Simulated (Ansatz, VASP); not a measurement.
# Pt: VASP beside Ansatz

```
Pt
1.0
     0.00000    2.02554    2.02554
     2.02554    0.00000    2.02554
     2.02554    2.02554    0.00000
Pt
1
Direct
  0.00000 0.00000 0.00000
```

Alike in both runs: functional BLYP; k mesh 14 × 14 × 14; occupations fermi-dirac, width 0.05 eV; collinear spin.

Ansatz relaxed the structure, and its values are those at the end. VASP's run is a single point on that final structure, the one shown.

|  | VASP | Ansatz |
| --- | --- | --- |
| version | VASP 6.6.1 | Ansatz 0.2.0 |
| potentials or method | VASP PAW PBE potentials, release 64 (Pt), cutoff 520 eV | plane waves (420 eV) with PAW, scalar-relativistic |
| valence electrons in the cell | 10 | 18 |

VASP gave:

| Quantity | Value |
| --- | --- |
| pressure (GPa) | 1.0 |
| net moment per atom (μB) | 0.00 |

Q: What did Ansatz give for the same quantities?

A: Pressure (GPa): 0.0; net moment per atom (μB): 0.00.

VASP's potentials were made for PBE, not for BLYP. VASP's potentials hold 10 valence electrons a cell and Ansatz's 18, so a difference there can come from the potentials and not from the codes. Ansatz's warnings: seeded moment not kept.

Neither program's run includes spin-orbit coupling.
